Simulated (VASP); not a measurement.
# Hf5C3 (P3m1) in VASP: single point with PBE

Aim: the single point of Hf5C3 with PBE.

All numbers are computed with VASP 6.6.1; they aren't measurements. Logs are shortened: lines on timing, memory, paths and dates and some standing lists are left out, and cuts for length are marked.

### 1 The cell of the first run

Symmetry: P3m1, No. 156, trigonal system. Conventional cell: a = 6.467 Å, b = 6.467 Å, c = 4.534 Å, α = 90.00°, β = 90.00°, γ = 120.00°. Within 4.8 Å of Hf (site symmetry 3m) lie 17 Hf at 3.52 to 4.53 Å and 15 C at 3.74 to 4.73 Å. Hf (site symmetry m) has 3 C at 2.10 to 2.37 Å and 3 Hf at 2.84 to 2.94 Å within 3.0 Å. Hf (site symmetry 3m) has 2 C at 2.05 to 2.49 Å within 2.7 Å. C (site symmetry 3m) has 1 C at 1.36 Å within 1.8 Å. Within 2.7 Å of C (site symmetry 3m) lie 5 Hf at 2.05 to 2.49 Å. C (site symmetry 3m) has 1 C at 1.36 Å within 1.8 Å.

The cell was built from a structure type or drawn by symmetry, and may not be a known phase.

### 2 Single point, PBE

Contents of INCAR:

```
SYSTEM = Hf5C3
  ALGO = Normal
  EDIFF = 1E-6
  ENCUT = 520
  GGA = PE
  ISIF = 2
  ISMEAR = 0
  LASPH = .True.
  LCHARG = .False.
  LREAL = .False.
  LWAVE = .False.
  NBANDS = 41
  NELM = 60
  PREC = Accurate
  SIGMA = 0.2
```

Contents of KPOINTS:

```
k-points
0
Gamma
  3 3 3
  0 0 0
```

Contents of POSCAR:

```
Hf5C3
1.0
    6.4669189451      0.0000000000      0.0000000000
   -3.2334594725      5.6005160907      0.0000000000
    0.0000000000      0.0000000000      4.5338636984
Hf C
5 3
Direct
    0.0000000000      0.0000000000      0.9686914117
    0.4850742090      0.5149257910      0.2755901673
    0.4850742090     -0.0298515820      0.2755901673
    1.0298515820      0.5149257910      0.2755901673
    0.6666666667      0.3333333333      0.8385621534
    0.3333333333      0.6666666667      0.9110218187
    0.6666666667      0.3333333333      0.3867977098
    0.3333333333      0.6666666667      0.6101741547
```

Potentials or basis: VASP PAW PBE potentials, release 64 (Hf_pv, C).

Command:

```console
cat potpaw_PBE.64/Hf_pv/POTCAR potpaw_PBE.64/C/POTCAR > POTCAR
mpirun -np 1 vasp_std > vasp.out
```

OUTCAR:

```text
SYSTEM = Hf5C3
   EDIFF = 1E-6
   ENCUT = 520
   GGA = PE
   ISIF = 2
   ISMEAR = 0
   LASPH = .True.
   LREAL = .False.
   NELM = 60
   PREC = Accurate

 ion  position               nearest neighbor table
   1  0.000  0.000  0.969-   4 3.52   3 3.52   4 3.52   3 3.52   2 3.52   2 3.52   5 3.78   5 3.78
                             5 3.78
   2  0.485  0.515  0.276-   7 2.10   8 2.28   6 2.37   5 2.84   3 2.94   4 2.94   5 3.26   3 3.52
                             4 3.52   1 3.52   1 3.52
   3  0.485  0.970  0.276-   7 2.10   8 2.28   6 2.37   5 2.84   2 2.94   4 2.94   5 3.26   2 3.52
                             4 3.52   1 3.52   1 3.52
   4  0.030  0.515  0.276-   7 2.10   8 2.28   6 2.37   5 2.84   2 2.94   3 2.94   5 3.26   2 3.52
                             3 3.52   1 3.52   1 3.52
   5  0.667  0.333  0.839-   7 2.05   7 2.49   3 2.84   4 2.84   2 2.84   3 3.26   4 3.26   2 3.26
                             1 3.78   1 3.78   1 3.78
   6  0.333  0.667  0.911-   8 1.36   3 2.37   4 2.37   2 2.37
   7  0.667  0.333  0.387-   5 2.05   3 2.10   4 2.10   2 2.10   5 2.49
   8  0.333  0.667  0.610-   6 1.36   3 2.28   4 2.28   2 2.28

  LATTYP: Found a hexagonal cell.
 ALAT       =     6.4669189451
 C/A-ratio  =     0.7010855922

  Lattice vectors:

 A1 = (   6.4669189451,   0.0000000000,   0.0000000000)
 A2 = (  -3.2334594725,   5.6005160907,   0.0000000000)
 A3 = (   0.0000000000,   0.0000000000,   4.5338636984)

Analysis of symmetry for initial positions (statically):
=====================================================================
 Subroutine PRICEL returns:
 Original cell was already a primitive cell.

 Routine SETGRP: Setting up the symmetry group for a
 hexagonal supercell.

 Subroutine GETGRP returns: Found  6 space group operations
 (whereof  6 operations were pure point group operations)
 out of a pool of 24 trial point group operations.

The static configuration has the point symmetry C_3v.

Analysis of symmetry for dynamics (positions and initial velocities):
=====================================================================
 Subroutine PRICEL returns:
 Original cell was already a primitive cell.

 Routine SETGRP: Setting up the symmetry group for a
 hexagonal supercell.

 Subroutine GETGRP returns: Found  6 space group operations
 (whereof  6 operations were pure point group operations)
 out of a pool of 24 trial point group operations.

The dynamic configuration has the point symmetry C_3v.

 Subroutine INISYM returns: Found  6 space group operations
 (whereof  6 operations are pure point group operations),
 and found     1 'primitive' translations

----------------------------------------------------------------------------------------

                                     Primitive cell

  volume of cell :     164.2079

  direct lattice vectors                    reciprocal lattice vectors
     6.466918945  0.000000000  0.000000000     0.154633143  0.089277487  0.000000000
    -3.233459472  5.600516091  0.000000000     0.000000000  0.178554973  0.000000000
     0.000000000  0.000000000  4.533863698     0.000000000  0.000000000  0.220562431

  length of vectors
     6.466918945  6.466918945  4.533863698     0.178554973  0.178554973  0.220562431

  position of ions in fractional coordinates (direct lattice)
     0.000000000  0.000000000  0.968691412
     0.485074209  0.514925791  0.275590167
     0.485074209  0.970148418  0.275590167
     0.029851582  0.514925791  0.275590167
     0.666666667  0.333333333  0.838562153
     0.333333333  0.666666667  0.911021819
     0.666666667  0.333333333  0.386797710
     0.333333333  0.666666667  0.610174155

  ion indices of the primitive-cell ions
   primitive index   ion index
                 1           1
                 2           2
                 3           3
                 4           4
                 5           5
                 6           6
                 7           7
                 8           8

----------------------------------------------------------------------------------------

 KPOINTS: k-points

Automatic generation of k-mesh.
 Grid dimensions read from file:
 generate k-points for:    3    3    3

 Generating k-lattice:

  Cartesian coordinates                     Fractional coordinates (reciprocal lattice)
     0.051544381  0.029759162  0.000000000     0.333333333  0.000000000  0.000000000
     0.000000000  0.059518324  0.000000000     0.000000000  0.333333333  0.000000000
     0.000000000  0.000000000  0.073520810     0.000000000  0.000000000  0.333333333

  Length of vectors
     0.059518324  0.059518324  0.073520810

  Shift w.r.t. Gamma in fractional coordinates (k-lattice)
     0.000000000  0.000000000  0.000000000

 Subroutine IBZKPT returns following result:
 ===========================================

 Found      7 irreducible k-points:

 Following reciprocal coordinates:
            Coordinates               Weight
  0.000000  0.000000  0.000000      1.000000
  0.333333  0.000000  0.000000      6.000000
  0.333333  0.333333  0.000000      2.000000
  0.000000  0.000000  0.333333      2.000000
  0.333333  0.000000  0.333333      6.000000
  0.000000  0.333333  0.333333      6.000000
  0.333333  0.333333  0.333333      4.000000
   k-points           NKPTS =      7   k-points in BZ     NKDIM =      7   number of bands    NBANDS=     41
   number of dos      NEDOS =    301   number of ions     NIONS =      8
   total plane-waves  NPLWV =  82944
   dimension x,y,z NGX =    48 NGY =   48 NGZ =   36
   dimension x,y,z NGXF=    96 NGYF=   96 NGZF=   72
   ions per type =               5   3
   NGX,Y,Z   is equivalent  to a cutoff of  12.34, 12.34, 13.20 a.u.
   NGXF,Y,Z  is equivalent  to a cutoff of  24.68, 24.68, 26.40 a.u.
 SYSTEM =  Hf5C3
   PREC   = accura    normal or accurate (medium, high low for compatibility)
   ISTART =      0    job   : 0-new  1-cont  2-samecut
   ICHARG =      2    charge: 1-file 2-atom 10-const
   ISPIN  =      1    spin polarized calculation?
   LNONCOLLINEAR =      F non collinear calculations
   LSORBIT =      F    spin-orbit coupling
   LASPH  =      T    aspherical Exc in radial PAW
   ENCUT  =  520.0 eV  38.22 Ry    6.18 a.u.  12.02 12.02  8.43*2*pi/ulx,y,z
   NELM   =     60;   NELMIN=  2; NELMDL= -5     # of ELM steps
   EDIFF  = 0.1E-05   stopping-criterion for ELM
   LREAL  =      F    real-space projection
   EDIFFG = 0.1E-04   stopping-criterion for IOM
   NSW    =      0    number of steps for IOM
   IBRION =     -1    ionic relax: 0-MD 1-quasi-New 2-CG
   NFREE  =      0    steps in history (QN), initial steepest desc. (CG)
   ISIF   =      2    stress and relaxation
   ISYM   =      2    0-nonsym 1-usesym 2-fastsym
   POTIM  = 0.5000    time-step for ionic-motion
   TEBEG  =    0.0;   TEEND  =   0.0 temperature during run
   PSTRESS=    0.0 pullay stress
   NELECT =      62.0000    total number of electrons
   NUPDOWN=      -1.0000    fix difference up-down
   EMIN   =  10.00;   EMAX   =-10.00  energy-range for DOS
   EFERMI =   0.00;   METHOD = LEGACY
   ISMEAR =     0;   SIGMA  =   0.20  broadening in eV -4-tet -1-fermi 0-gaus
   EFERMI_NEDOS =   21; number of points for ismear=-14 and -15
   IALGO  =     38    algorithm
   IMIX   =      4    mixing-type and parameters
     AMIX     =   0.40;   BMIX     =  1.00
     AMIX_MAG =   1.60;   BMIX_MAG =  1.00
  volume/ion in A,a.u.               =      20.53       138.52
  Fermi-wavevector in a.u.,A,eV,Ry     =   1.183243  2.236006 19.049040  1.400065
  Thomas-Fermi vector in A             =   2.319482
   LORBIT       =      0    0 simple, 1 ext, 2 COOP (PROOUT), +10 PAW based schemes
   GGA     = PE    functional components
   LHFCALC =     F    Hartree Fock is set to
   AEXX    =    0.0000 exact exchange contribution
   IVDW    =     0    specifies the selected vdW correction
   LEPSILON=     F    determine dielectric tensor
   LRPA    =     F    only Hartree local field effects (RPA)
 non-spin polarized calculation
 Gauss-broadening in eV      SIGMA  =   0.20
  energy-cutoff  :      520.00
  volume of cell :      164.21
 maximum number of plane-waves:      4440
   NGX = 25   NGY = 25   NGZ = 17

 number of electron      62.0000000 magnetization

 Free energy of the ion-electron system (eV)
  ---------------------------------------------------
  ext. energy  EPLUGINS =         0.00000000
  ---------------------------------------------------
  free energy    TOTEN  =       -71.65655335 eV

  energy without entropy =      -71.46079264  energy(sigma->0) =      -71.55867299

 E-fermi :   3.6155     XC(G=0): -10.2023

 val. band max:        3.5975917361   @ k =   0.3333   0.0000   0.3333
 cond. band min:       3.6275243354   @ k =   0.0000   0.3333   0.3333
 fundamental gap:      0.0299325994
 Fermi energy:         3.6154510848

 k-point     1 :       0.0000    0.0000    0.0000
  band No.  band energies     occupation
      1     -28.5238      2.00000
      2     -28.3102      2.00000
      3     -28.3102      2.00000
      4     -27.6959      2.00000
      5     -27.3677      2.00000
      6     -27.3488      2.00000
[... 33 lines left out ...]
     40       6.2072      0.00000
     41       6.2072      0.00000

 k-point     2 :       0.3333    0.0000    0.0000
  band No.  band energies     occupation
      1     -28.5243      2.00000
      2     -28.3093      2.00000
      3     -28.3078      2.00000
      4     -27.6270      2.00000
      5     -27.4125      2.00000
      6     -27.3192      2.00000
[... 33 lines left out ...]
     40       5.9562      0.00000
     41       6.1496      0.00000

 k-point     3 :       0.3333    0.3333    0.0000
  band No.  band energies     occupation
      1     -28.5245      2.00000
      2     -28.3079      2.00000
      3     -28.3077      2.00000
      4     -27.5742      2.00000
      5     -27.4488      2.00000
      6     -27.2955      2.00000
[... 33 lines left out ...]
     40       5.3933      0.00000
     41       6.4420      0.00000

 k-point     4 :       0.0000    0.0000    0.3333
  band No.  band energies     occupation
      1     -28.5278      2.00000
      2     -28.3095      2.00000
      3     -28.3095      2.00000
      4     -27.8014      2.00000
      5     -27.3605      2.00000
      6     -27.3605      2.00000
[... 33 lines left out ...]
     40       5.6507      0.00000
     41       6.6655      0.00000

 k-point     5 :       0.3333    0.0000    0.3333
  band No.  band energies     occupation
      1     -28.5284      2.00000
      2     -28.3088      2.00000
      3     -28.3076      2.00000
      4     -27.6890      2.00000
      5     -27.4092      2.00000
      6     -27.3470      2.00000
[... 33 lines left out ...]
     40       5.8398      0.00000
     41       6.3574      0.00000

 k-point     6 :       0.0000    0.3333    0.3333
  band No.  band energies     occupation
      1     -28.5284      2.00000
      2     -28.3088      2.00000
      3     -28.3075      2.00000
      4     -27.6887      2.00000
      5     -27.4118      2.00000
      6     -27.3457      2.00000
[... 33 lines left out ...]
     40       5.8312      0.00000
     41       6.3021      0.00000

 k-point     7 :       0.3333    0.3333    0.3333
  band No.  band energies     occupation
      1     -28.5287      2.00000
      2     -28.3077      2.00000
      3     -28.3074      2.00000
      4     -27.5527      2.00000
      5     -27.5149      2.00000
      6     -27.3374      2.00000
[... 33 lines left out ...]
     40       5.6191      0.00000
     41       6.4054      0.00000

------------------------ aborting loop because EDIFF is reached ----------------------------------------

  FORCE on cell =-STRESS in cart. coord.  units (eV):
  Direction    XX          YY          ZZ          XY          YZ          ZX
  --------------------------------------------------------------------------------------
  -------------------------------------------------------------------------------------
  Total       -0.0533874     -0.0533874      0.0487102     -0.0000000      0.0000000      0.0000000
  in kB       -0.5209008     -0.5209008      0.4752662     -0.0000000      0.0000000      0.0000000
  external PRESSURE =      -0.1888451 kB  Pullay stress =       0.0000000 kB

 VOLUME and BASIS-vectors are now :
 -----------------------------------------------------------------------------
  energy-cutoff  :      520.00
  volume of cell :      164.21
      direct lattice vectors                 reciprocal lattice vectors
     6.466918945  0.000000000  0.000000000     0.154633143  0.089277487  0.000000000
    -3.233459472  5.600516091  0.000000000     0.000000000  0.178554973  0.000000000
     0.000000000  0.000000000  4.533863698     0.000000000  0.000000000  0.220562431

 POSITION                                       TOTAL-FORCE (eV/Angst)
 -----------------------------------------------------------------------------------
      0.00000      0.00000      4.39191        -0.000000     -0.000000      0.020138
      1.47194      2.88385      1.24949        -0.012247      0.007071     -0.001762
      0.00000      5.43333      1.24949        -0.000000     -0.014142     -0.001762
     -1.47194      2.88385      1.24949         0.012247      0.007071     -0.001762
      3.23346      1.86684      3.80193        -0.000000     -0.000000      0.063556
     -0.00000      3.73368      4.13045        -0.000000      0.000000      0.184225
      3.23346      1.86684      1.75369        -0.000000      0.000000     -0.090297
     -0.00000      3.73368      2.76645        -0.000000     -0.000000     -0.172337
 -----------------------------------------------------------------------------------
    total drift:                                0.000000      0.000000      0.000107

  FREE ENERGIE OF THE ION-ELECTRON SYSTEM (eV)
  ---------------------------------------------------
  free  energy   TOTEN  =       -71.6565533466 eV

  energy  without entropy=      -71.4607926433  energy(sigma->0) =      -71.55867299
```

Wall time 28 s (1 thread of Intel Xeon 6975P-C (Granite Rapids), shared host); peak memory 0.28 GiB.

What came out:

* Free energy: -71.6566 eV
* Pressure: 0.0 GPa
* Largest force: 0.184 eV/Å
* Band gap on the k mesh: zero (bands 31 and 32 overlap by 0.29 eV)

Forces on the atoms (eV/Å):
```
Hf   0.000  0.000  0.020
Hf  -0.012  0.007 -0.002
Hf   0.000 -0.014 -0.002
Hf   0.012  0.007 -0.002
Hf   0.000  0.000  0.064
C    0.000  0.000  0.184
C    0.000  0.000 -0.090
C    0.000  0.000 -0.172
```

Stress tensor (GPa, compression positive):
```
-0.05  0.00  0.00
 0.00 -0.05  0.00
 0.00  0.00  0.05
```

Caveat: the k points lie up to 0.46 Å⁻¹ apart; spin-orbit coupling is left out, which moves the levels of the heavy elements.
